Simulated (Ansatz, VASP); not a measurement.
One calculation of NbRu3C, two programs

INCAR

```
SYSTEM = NbRu3C
PREC = Accurate
ENCUT = 520
EDIFF = 1E-6
ISMEAR = -1
SIGMA = 0.1
LREAL = .FALSE.
LASPH = .TRUE.
NELM = 100
ALGO = Normal
ISIF = 2
LWAVE = .FALSE.
LCHARG = .FALSE.
GGA = PE
NBANDS = 38
```

Contents of KPOINTS:

```
Automatic mesh
0
G
  6 6 6
  0 0 0
```

The input POSCAR:

```
NbRu3C
1.0
    4.1448688689      0.0000000000      0.0000000000
    0.0000000000      4.1448688689      0.0000000000
    0.0000000000      0.0000000000      4.1448688689
Nb Ru C
1 3 1
Direct
    0.0000000000      0.0000000000      0.0000000000
    0.0000000000      0.5000000000      0.5000000000
    0.5000000000      0.0000000000      0.5000000000
    0.5000000000      0.5000000000      0.0000000000
    0.5000000000      0.5000000000      0.5000000000
```

Input for Ansatz:

```yaml
crystal:
  lattice:
    - [4.144868868941448, 0.0, 0.0]
    - [0.0, 4.144868868941448, 0.0]
    - [0.0, 0.0, 4.144868868941448]
  atoms:
    - { symbol: Nb, position: [0.0, 0.0, 0.0] }
    - { symbol: Ru, position: [0.0, 0.5, 0.5] }
    - { symbol: Ru, position: [0.5, 0.0, 0.5] }
    - { symbol: Ru, position: [0.5, 0.5, 0.0] }
    - { symbol: C, position: [0.5, 0.5, 0.5] }
basis:
  ecutwfc: 500.0
kpoints:
  mp_grid:
    grid: [6, 6, 6]
scf:
  occupations:
    method: fermi_dirac
    width: 0.1
output:
  stress: true
```

Alike in both runs: task single point; functional PBE; k mesh 6 × 6 × 6; occupations fermi-dirac, width 0.1 eV; no spin polarisation.

|  | VASP | Ansatz |
| --- | --- | --- |
| version | VASP 6.6.1 | Ansatz 0.2.0 |
| potentials or method | VASP PAW PBE potentials, release 64 (Nb_sv, Ru_pv, C), cutoff 520 eV | plane waves, PAW |
| valence electrons in the cell | 59 | 65 |

|  | VASP | Ansatz | Ansatz less VASP |
| --- | --- | --- | --- |
| pressure (GPa) | -16.9 | -16.8 | +0.14 |

VASP's potentials hold 59 valence electrons a cell and Ansatz's 65, so a difference there can come from the potentials and not from the codes.
